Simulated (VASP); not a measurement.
Crystal: SiF5.

```
Si F
1.0
     5.40000    0.00000    0.00000
    -2.70000    4.67654    0.00000
     0.00000    0.00000    6.00000
Si F
2 10
Cartesian
  0.0000 3.1177 1.5000
  2.7000 1.5588 4.5000
  1.3878 3.9189 1.5000
  0.0000 1.5152 1.5000
  -1.3878 3.9189 1.5000
  0.0000 3.1177 5.8500
  0.0000 3.1177 3.1500
  2.7000 3.1613 4.5000
  4.0878 0.7576 4.5000
  1.3122 0.7576 4.5000
  2.7000 1.5588 2.8500
  2.7000 1.5588 0.1500
```

* Program: VASP 6.6.1
* Task: relaxation of cell and atoms
* Functional: PBE
* Potentials or basis: VASP PAW PBE potentials, release 64 (Si, F)
* Cutoff: 600 eV
* k mesh: 4 × 4 × 3
* Occupations: gaussian, width 0.2 eV
* Spin: no spin polarisation

At the start: pressure 8.0 GPa; volume 12.63 Å³/atom.

Q: How do energy, volume and symmetry change on relaxing?

A: Over 13 steps the energy falls by 41.2 meV/atom and the volume is 15.96 Å³/atom (+26.4 %); space group P6_3/mmc (No. 194, to 0.1 Å) before and after.

Step by step:
```tsv
step	energy change (eV)	largest force (eV/Å)	pressure (GPa)	volume (Å³)
1	0.0000	1.0014	7.96	151.52
2	0.2069	1.7986	-6.58	165.70
3	-0.1917	0.4622	1.16	156.98
4	-0.1917	0.4425	1.28	156.87
5	-0.2539	0.2865	1.24	159.97
6	-0.3186	0.4895	1.52	167.57
7	-0.3544	0.4662	1.07	170.03
8	-0.4300	0.3933	-0.08	177.55
9	-0.4581	0.5734	-1.80	193.21
10	-0.4667	0.3969	-1.19	187.33
11	-0.4904	0.1212	0.30	190.66
12	-0.4904	0.1115	0.26	190.58
13	-0.4947	0.0383	0.30	191.47
```

Final structure:
```
Si F
1.0
     5.85700    0.00000    0.00000
    -2.92850    5.07231    0.00000
     0.00000    0.00000    6.44490
Si F
2 10
Direct
  0.33333 0.66667 0.25000
  0.66667 0.33333 0.75000
  0.65344 0.82672 0.25000
  0.17328 0.34656 0.25000
  0.17328 0.82672 0.25000
  0.33333 0.66667 0.98749
  0.33333 0.66667 0.51251
  0.82672 0.65344 0.75000
  0.82672 0.17328 0.75000
  0.34656 0.17328 0.75000
  0.66667 0.33333 0.48749
  0.66667 0.33333 0.01251
```

Caveat: the volume moved by over 15 % at a fixed basis, so the end points are rough; the relaxation stopped at a loose force limit of 0.08 eV/Å, so its end isn't a converged minimum.
